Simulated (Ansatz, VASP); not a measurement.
**KRh in VASP and in Ansatz**

The input INCAR:

```
SYSTEM = KRh
PREC = Accurate ; ENCUT = 520
EDIFF = 1E-6 ; ISMEAR = -1
SIGMA = 0.05 ; LREAL = .False.
LASPH = .True. ; NELM = 100
ALGO = Normal ; ISIF = 2
LWAVE = .False. ; LCHARG = .False.
NBANDS = 19
```

Contents of KPOINTS:

```
regular mesh
0
Gamma
  9 9 7
  0 0 0
```

File POSCAR:

```
KRh
1.0
    2.6966974211      0.0000000000      0.0000000000
    0.0000000000      2.6966974211      0.0000000000
    0.0000000000      0.0000000000      5.1721604098
K Rh
1 1
Direct
    0.0000000000      0.0000000000      0.0000000000
    0.5000000000      0.5000000000      0.5000000000
```

Input for Ansatz:

```yaml
crystal:
  lattice:
    - [2.6966974211, 0.0, 0.0]
    - [0.0, 2.6966974211, 0.0]
    - [0.0, 0.0, 5.1721604098]
  atoms:
    - { symbol: K, position: [0.0, 0.0, 0.0] }
    - { symbol: Rh, position: [0.5, 0.5, 0.5] }
kpoints:
  mp_grid: { grid: [9, 9, 7] }
scf:
  occupations: { method: fermi_dirac, width: 0.05 }
hamiltonian:
  xc: lda
  pseudopotentials: { kind: all_electron, lapw: { basis_error: 0.03 } }
output:
  forces: true
  stress: true
  eigenvalues: true
```

Alike in both runs: task single point; functional LDA; k mesh 9 × 9 × 7; occupations fermi-dirac, width 0.05 eV; no spin polarisation.

|  | VASP | Ansatz |
| --- | --- | --- |
| version | VASP 6.6.1 | Ansatz 0.2.0 |
| potentials or method | VASP PAW LDA potentials, release 64 (K_sv, Rh_pv), cutoff 520 eV | all-electron LAPW, scalar-relativistic |

```csv
,VASP,Ansatz,Ansatz less VASP
pressure (GPa),0.6,0.0,-0.61
"traceless stress, the component that is largest in VASP (GPa)",-0.14,0.05,+0.194
```

LDA's correlation is that of Perdew and Zunger in VASP and of Perdew and Wang (1992) in Ansatz. Ansatz ran all-electron here, and VASP with PAW potentials.
